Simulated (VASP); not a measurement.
# LaB6 (Pm-3m) in VASP: further runs, part 2 of 2

VASP 6.6.1. The steps go on from the part before.

## 4. Single point, r2SCAN+D3(BJ) (volume scaled by 1.02)

Input file POSCAR:

```
LaB6
1.0
    4.1690223845      0.0000000000      0.0000000000
    0.0000000000      4.1690223845      0.0000000000
    0.0000000000      0.0000000000      4.1690223845
La B
1 6
Direct
    0.0000000000      0.0000000000      0.0000000000
    0.1997904289      0.5000000000      0.5000000000
    0.8002095711      0.5000000000      0.5000000000
    0.5000000000      0.5000000000      0.1997904289
    0.5000000000      0.5000000000      0.8002095711
    0.5000000000      0.1997904289      0.5000000000
    0.5000000000      0.8002095711      0.5000000000
```

Input file INCAR.step1:

```
SYSTEM = LaB6
PREC     = Accurate       ! precision mode
ENCUT    = 520            ! plane-wave cutoff, eV
ISMEAR   = 0              ! smearing method
SIGMA    = 0.05           ! smearing width, eV
LREAL    = .FALSE.        ! projectors in reciprocal space
LASPH    = .TRUE.         ! aspherical terms in the spheres
NELM     = 100            ! most SCF steps
NBANDS   = 24             ! bands
GGA      = PE             ! functional
ALGO     = Normal         ! electronic algorithm
EDIFF    = 1E-4           ! SCF threshold, eV
LWAVE    = .TRUE.         ! write WAVECAR
LCHARG   = .FALSE.        ! write CHGCAR
```

Input file INCAR.step2:

```
SYSTEM = LaB6
PREC     = Accurate       ! precision mode
ENCUT    = 520            ! plane-wave cutoff, eV
EDIFF    = 1E-6           ! SCF threshold, eV
ISMEAR   = 0              ! smearing method
SIGMA    = 0.05           ! smearing width, eV
LREAL    = .FALSE.        ! projectors in reciprocal space
LASPH    = .TRUE.         ! aspherical terms in the spheres
NELM     = 100            ! most SCF steps
ALGO     = Normal         ! electronic algorithm
ISIF     = 2              ! what is computed and relaxed
LWAVE    = .FALSE.        ! write WAVECAR
LCHARG   = .FALSE.        ! write CHGCAR
METAGGA  = R2SCAN         ! meta-GGA
LMIXTAU  = .TRUE.       
IVDW     = 12             ! dispersion correction
VDW_S6   = 1.0          
VDW_S8   = 0.78981345   
VDW_A1   = 0.49484001   
VDW_A2   = 5.73083694   
NBANDS   = 24             ! bands
ISTART   = 1
```

Input file KPOINTS:

```
Automatic mesh
0
G
  6 6 6
  0 0 0
```

Potentials or basis: VASP PAW PBE potentials, release 64 (La, B).

Launch:

```sh
$ cat potpaw_PBE.64/La/POTCAR potpaw_PBE.64/B/POTCAR > POTCAR
$ cp INCAR.step1 INCAR
$ mpirun -np 1 vasp_std > vasp.out
$ cp INCAR.step2 INCAR
$ mpirun -np 1 vasp_std > vasp.out
```

OUTCAR:

```text
SYSTEM = LaB6
   PREC = Accurate
   ENCUT = 520
   EDIFF = 1E-6
   ISMEAR = 0
   LREAL = .FALSE.
   LASPH = .TRUE.
   NELM = 100
   ISIF = 2
   METAGGA = R2SCAN
   IVDW = 12
   ISTART = 1
 IVDW          = 12

 ion  position               nearest neighbor table
   1  0.000  0.000  0.000-
   2  0.200  0.500  0.500-   3 1.67   4 1.77   5 1.77   6 1.77   7 1.77
   3  0.800  0.500  0.500-   2 1.67   4 1.77   5 1.77   6 1.77   7 1.77
   4  0.500  0.500  0.200-   5 1.67   3 1.77   2 1.77   6 1.77   7 1.77
   5  0.500  0.500  0.800-   4 1.67   3 1.77   2 1.77   6 1.77   7 1.77
   6  0.500  0.200  0.500-   7 1.67   3 1.77   4 1.77   5 1.77   2 1.77
   7  0.500  0.800  0.500-   6 1.67   3 1.77   4 1.77   5 1.77   2 1.77

  LATTYP: Found a simple cubic cell.
 ALAT       =     4.1690223845

  Lattice vectors:

 A1 = (   4.1690223845,   0.0000000000,   0.0000000000)
 A2 = (   0.0000000000,   4.1690223845,   0.0000000000)
 A3 = (   0.0000000000,   0.0000000000,   4.1690223845)

Analysis of symmetry for initial positions (statically):
=====================================================================
 Subroutine PRICEL returns:
 Original cell was already a primitive cell.

 Routine SETGRP: Setting up the symmetry group for a
 simple cubic supercell.

 Subroutine GETGRP returns: Found 48 space group operations
 (whereof 48 operations were pure point group operations)
 out of a pool of 48 trial point group operations.

The static configuration has the point symmetry O_h .

Analysis of symmetry for dynamics (positions and initial velocities):
=====================================================================
 Subroutine PRICEL returns:
 Original cell was already a primitive cell.

[... 131 lines left out ...]
     AMIX     =   0.40;   BMIX     =  1.00
     AMIX_MAG =   1.60;   BMIX_MAG =  1.00
  volume/ion in A,a.u.               =      10.35        69.86
  Fermi-wavevector in a.u.,A,eV,Ry     =   1.206442  2.279846 19.803325  1.455503
  Thomas-Fermi vector in A             =   2.342110
   LORBIT       =      0    0 simple, 1 ext, 2 COOP (PROOUT), +10 PAW based schemes
   METAGGA = R2SCAN    functional components
   LHFCALC =     F    Hartree Fock is set to
   AEXX    =    0.0000 exact exchange contribution
   IVDW    =    12    specifies the selected vdW correction
   LEPSILON=     F    determine dielectric tensor
   LRPA    =     F    only Hartree local field effects (RPA)
 non-spin polarized calculation
 Gauss-broadening in eV      SIGMA  =   0.05
  energy-cutoff  :      520.00
  volume of cell :       72.46
 maximum number of plane-waves:      1980
 NGX is ok and might be reduce to    32
   NGX = 15   NGY = 15   NGZ = 15

 number of electron      29.0000003 magnetization

 Free energy of the ion-electron system (eV)
  ---------------------------------------------------
  ext. energy  EPLUGINS =         0.00000000
  ---------------------------------------------------
  free energy    TOTEN  =       -78.20387623 eV

  energy without entropy =      -78.20173038  energy(sigma->0) =      -78.20280330

 E-fermi :   8.7143     XC(G=0): -11.8859

 val. band max:        8.7005543052   @ k =   0.5000   0.3333   0.0000
 cond. band min:       8.7596502991   @ k =   0.1667   0.1667   0.0000
 fundamental gap:      0.0590959939
 Fermi energy:         8.7142513314

 k-point     1 :       0.0000    0.0000    0.0000
  band No.  band energies     occupation
      1     -25.7809      2.00000
      2      -9.0736      2.00000
      3      -9.0736      2.00000
      4      -9.0736      2.00000
      5      -7.8582      2.00000
      6       0.3065      2.00000
[... 529 lines left out ...]
     23      13.0207      0.00000
     24      13.2457      0.00000

------------------------ aborting loop because EDIFF is reached ----------------------------------------

 Edisp (eV)   -0.83470

 E8    (eV) :    -0.2713

  FORCE on cell =-STRESS in cart. coord.  units (eV):
  Direction    XX          YY          ZZ          XY          YZ          ZX
  --------------------------------------------------------------------------------------
  -------------------------------------------------------------------------------------
  Total      -1.84742    -1.84742    -1.84742     0.00000     0.00000     0.00000
  in kB     -40.84827   -40.84827   -40.84827     0.00000     0.00000     0.00000
  external pressure =      -40.85 kB  Pullay stress =        0.00 kB

 VOLUME and BASIS-vectors are now :
 -----------------------------------------------------------------------------
  energy-cutoff  :      520.00
  volume of cell :       72.46
      direct lattice vectors                 reciprocal lattice vectors
     4.169022384  0.000000000  0.000000000     0.239864387  0.000000000  0.000000000
     0.000000000  4.169022384  0.000000000     0.000000000  0.239864387  0.000000000
     0.000000000  0.000000000  4.169022384     0.000000000  0.000000000  0.239864387

 POSITION                                       TOTAL-FORCE (eV/Angst)
 -----------------------------------------------------------------------------------
      0.00000      0.00000      0.00000        -0.000000      0.000000      0.000000
      0.83293      2.08451      2.08451         0.058044      0.000000      0.000000
      3.33609      2.08451      2.08451        -0.058044     -0.000000      0.000000
      2.08451      2.08451      0.83293        -0.000000     -0.000000      0.058044
      2.08451      2.08451      3.33609         0.000000      0.000000     -0.058044
      2.08451      0.83293      2.08451        -0.000000      0.058044      0.000000
      2.08451      3.33609      2.08451         0.000000     -0.058044     -0.000000
 -----------------------------------------------------------------------------------
    total drift:                                0.000000     -0.000000     -0.000000

  FREE ENERGIE OF THE ION-ELECTRON SYSTEM (eV)
  ---------------------------------------------------
  free  energy   TOTEN  =       -79.0385806323 eV

  energy  without entropy=      -79.0364347825  energy(sigma->0) =      -79.03750771
```

OUTCAR.step1:

```text
SYSTEM = LaB6
   PREC = Accurate
   ENCUT = 520
   ISMEAR = 0
   LREAL = .FALSE.
   LASPH = .TRUE.
   NELM = 100
[... 773 lines left out ...]
      2.08451      2.08451      3.33609         0.000000      0.000000     -0.004353
      2.08451      0.83293      2.08451         0.000000      0.004353      0.000000
      2.08451      3.33609      2.08451         0.000000     -0.004353     -0.000000
 -----------------------------------------------------------------------------------
    total drift:                                0.000000      0.000000     -0.000000

  FREE ENERGIE OF THE ION-ELECTRON SYSTEM (eV)
  ---------------------------------------------------
  free  energy   TOTEN  =       -49.0370308099 eV

  energy  without entropy=      -49.0351293786  energy(sigma->0) =      -49.03608009
```

OSZICAR.step1:

```text
N       E                     dE             d eps       ncg     rms          rms(c)
DAV:   1     0.190814167729E+03    0.19081E+03   -0.11120E+04  1048   0.154E+03
DAV:   2    -0.273769118178E+02   -0.21819E+03   -0.18550E+03  1160   0.261E+02
DAV:   3    -0.521987970040E+02   -0.24822E+02   -0.23978E+02  1376   0.109E+02
DAV:   4    -0.533676534631E+02   -0.11689E+01   -0.11649E+01  1752   0.201E+01
DAV:   5    -0.534322655654E+02   -0.64612E-01   -0.64552E-01  1432   0.311E+00    0.900E+00
DAV:   6    -0.493661546057E+02    0.40661E+01   -0.90637E+00  1584   0.153E+01    0.455E+00
DAV:   7    -0.490636709339E+02    0.30248E+00   -0.36576E+00  1456   0.871E+00    0.194E+00
DAV:   8    -0.491856335664E+02   -0.12196E+00   -0.14606E+00  1688   0.118E+01    0.141E+00
DAV:   9    -0.490657979038E+02    0.11984E+00   -0.19986E-01  1616   0.346E+00    0.772E-01
DAV:  10    -0.490383137428E+02    0.27484E-01   -0.24278E-01  1752   0.374E+00    0.215E-01
DAV:  11    -0.490373836730E+02    0.93007E-03   -0.16509E-02  1528   0.107E+00    0.111E-01
DAV:  12    -0.490375137861E+02   -0.13011E-03   -0.44452E-04  1552   0.182E-01    0.889E-02
DAV:  13    -0.490370253662E+02    0.48842E-03   -0.23018E-03  1696   0.430E-01    0.863E-03
DAV:  14    -0.490370308099E+02   -0.54437E-05   -0.94868E-05   968   0.715E-02
   1 F= -.49037031E+02 E0= -.49036080E+02  d E =-.190143E-02
```

Wall time 82 s (1 thread of AMD EPYC 9R45 (Zen 5), shared host); peak memory 0.19 GiB.

Results:

- Free energy: -79.0386 eV
- Pressure: -4.1 GPa
- Largest force: 0.058 eV/Å
- Dispersion energy per atom: -0.119 eV

Forces in eV/Å, atoms in the order of the input:
```
La   0.000  0.000  0.000
B    0.058  0.000  0.000
B   -0.058  0.000  0.000
B    0.000  0.000  0.058
B    0.000  0.000 -0.058
B    0.000  0.058  0.000
B    0.000 -0.058  0.000
```

Levels at points of the mesh, in eV from the Fermi level:
| k point | band 11 | band 12 | band 13 | band 14 | band 15 | band 16 | band 17 | band 18 |
| --- | --- | --- | --- | --- | --- | --- | --- | --- |
| (0.00, 0.00, 0.00) | -7.56 | -2.04 | -2.04 | -2.04 | 0.19 | 0.19 | 0.19 | 1.54 |
| (0.50, 0.00, 0.00) | -3.77 | -3.77 | -3.47 | -2.58 | -1.64 | 1.55 | 1.55 | 1.60 |
| (0.50, 0.50, 0.00) | -4.75 | -4.75 | -3.14 | -3.14 | 1.09 | 1.09 | 2.09 | 2.12 |
| (0.50, 0.50, 0.50) | -5.13 | -2.61 | -2.61 | -2.61 | 1.58 | 1.89 | 1.89 | 1.89 |

Caveat: three body term missing; the PAW data sets were made with another functional, which shifts forces and pressure a little; spin-orbit coupling is left out, which moves the levels of the heavy elements; pairwise dispersion overbinds metals, which lowers pressure and volume.

## 5. Single point, r2SCAN+D3(BJ) (volume scaled by 1.04)

Input file POSCAR:

```
LaB6
1.0
    4.1960947170      0.0000000000      0.0000000000
    0.0000000000      4.1960947170      0.0000000000
    0.0000000000      0.0000000000      4.1960947170
La B
1 6
Direct
    0.0000000000      0.0000000000      0.0000000000
    0.2003843944      0.5000000000      0.5000000000
    0.7996156056      0.5000000000      0.5000000000
    0.5000000000      0.5000000000      0.2003843944
    0.5000000000      0.5000000000      0.7996156056
    0.5000000000      0.2003843944      0.5000000000
    0.5000000000      0.7996156056      0.5000000000
```

Input file INCAR.step1:

```
ALGO = Normal
EDIFF = 1E-4
ENCUT = 520
GGA = PE
ISMEAR = 0
LASPH = True
LCHARG = False
LREAL = False
LWAVE = True
NBANDS = 24
NELM = 100
PREC = Accurate
SIGMA = 0.05
```

Input file INCAR.step2:

```
ALGO = Normal
EDIFF = 1E-6
ENCUT = 520
ISIF = 2
ISMEAR = 0
ISTART = 1
IVDW = 12
LASPH = True
LCHARG = False
LMIXTAU = True
LREAL = False
LWAVE = False
METAGGA = R2SCAN
NBANDS = 24
NELM = 100
PREC = Accurate
SIGMA = 0.05
VDW_A1 = 0.49484001
VDW_A2 = 5.73083694
VDW_S6 = 1.0
VDW_S8 = 0.78981345
```

Input file KPOINTS:

```
k-points
0
Gamma
  6 6 6
```

Launch:

```sh
$ cat potpaw_PBE.64/La/POTCAR potpaw_PBE.64/B/POTCAR > POTCAR
$ cp INCAR.step1 INCAR
$ mpirun -np 1 vasp_std > vasp.out
$ cp INCAR.step2 INCAR
$ mpirun -np 1 vasp_std > vasp.out
```

Run time: 80 s. Hardware: 1 thread of AMD EPYC 9R45 (Zen 5), shared host; peak memory 0.19 GiB.

Results (log left out):

```
Free energy                : -78.9896 eV
Pressure                   : -7.2 GPa
Largest force              : 0.019 eV/Å
Dispersion energy per atom : -0.117 eV
```

Forces on the atoms (eV/Å):
```
La   0.000  0.000  0.000
B   -0.019  0.000  0.000
B    0.019  0.000  0.000
B    0.000  0.000 -0.019
B    0.000  0.000  0.019
B    0.000 -0.019  0.000
B    0.000  0.019  0.000
```

Levels at points of the mesh, in eV from the Fermi level:
```tsv
k point	band 11	band 12	band 13	band 14	band 15	band 16	band 17	band 18
(0.00, 0.00, 0.00)	-7.49	-2.05	-2.05	-2.05	0.20	0.20	0.20	1.50
(0.50, 0.00, 0.00)	-3.75	-3.75	-3.43	-2.51	-1.65	1.51	1.51	1.53
(0.50, 0.50, 0.00)	-4.69	-4.69	-3.11	-3.11	1.06	1.06	2.01	2.03
(0.50, 0.50, 0.50)	-5.10	-2.60	-2.60	-2.60	1.51	1.82	1.82	1.82
```

Caveat: three body term missing; the PAW data sets were made with another functional, which shifts forces and pressure a little; spin-orbit coupling is left out, which moves the levels of the heavy elements; pairwise dispersion overbinds metals, which lowers pressure and volume.

## 6. The runs side by side

```tsv
cell	gap on the mesh (eV)	pressure (GPa)	largest force (eV/Å)
a = 4.157 Å, 7 atoms	none	-2.6	0.04
a = 4.169 Å, 7 atoms	none	-4.1	0.06
a = 4.196 Å, 7 atoms	none	-7.2	0.02
```

Alike in all rows: task single point; level r2SCAN+D3(BJ); potentials or basis VASP PAW PBE potentials, release 64 (La, B); no spin polarisation; k mesh 6 × 6 × 6; cutoff (eV) 520; smearing gaussian 0.05 eV.

Caveats: three body term missing; the PAW data sets were made with another functional, which shifts forces and pressure a little; spin-orbit coupling is left out, which moves the levels of the heavy elements; pairwise dispersion overbinds metals, which lowers pressure and volume.

Absolute energies hang on the potentials; compare differences alone.
